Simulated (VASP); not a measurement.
Input of a VASP 6.6.1 run:

Contents of INCAR:

```
PREC = Accurate
ENCUT = 520
EDIFF = 1E-7
ISMEAR = 0
SIGMA = 0.05
LREAL = False
LASPH = True
NELM = 100
ALGO = Normal
ISIF = 2
LWAVE = False
LCHARG = True
GGA = PE
LELF = True
LVHAR = True
NBANDS = 36
```

File KPOINTS:

```
Automatic mesh
0
Gamma
  10 10 2
```

File POSCAR:

```
BN
1.0
    1.8130010000     -1.8130010000      0.0000000000
    1.8130010000      0.0000000000     -1.8130010000
   10.7161056151     10.7161056151     10.7161056151
B N
6 6
Direct
    0.6666666667      0.6666666667      0.0422736144
    0.0000000000      0.0000000000      0.6062225790
    0.3333333333      0.3333333333      0.1550634073
    0.6666666667      0.6666666667      0.3806429932
    0.0000000000      0.0000000000      0.2678532002
    0.3333333333      0.3333333333      0.4934327861
    0.6666666667      0.6666666667      0.2960506485
    1.0000000000      1.0000000000      0.1832608556
    0.3333333333      0.3333333333      0.4088404414
    0.6666666667      0.6666666667      0.6344200273
    0.0000000000      0.0000000000      0.5216302343
    0.3333333333      0.3333333333      0.0704710626
```

Potentials or basis: VASP PAW PBE potentials, release 64 (B, N).

Run with:

```console
$ cat potpaw_PBE.64/B/POTCAR potpaw_PBE.64/N/POTCAR > POTCAR
$ mpirun -np 1 vasp_std > vasp.out
```

**Question.** Estimate the band gap on the k mesh.

**Answer.** Zero (bands 24 and 25 overlap by 0.39 eV).

**Question.** What does it give for the largest force?

**Answer.** 3.347 eV/Å.

**Question.** Predict the pressure.

**Answer.** -2.3 GPa.

Forces on the atoms (eV/Å):
```
B    0.439  0.439  0.439
B    1.932  1.932  1.932
B    0.427  0.427  0.427
B    0.297  0.297  0.297
B    0.279  0.279  0.279
B    0.432  0.432  0.432
N   -0.282 -0.282 -0.282
N   -0.260 -0.260 -0.260
N   -0.330 -0.330 -0.330
N   -1.455 -1.455 -1.455
N   -0.737 -0.737 -0.737
N   -0.743 -0.743 -0.743
```

Caveat: the cell differs from its parent crystal (the distance across one plane changed); semilocal functionals underestimate gaps, and a narrow one can read as zero; forces of over 1 eV/Å act on the atoms, so gaps and moduli don't describe the material at rest.
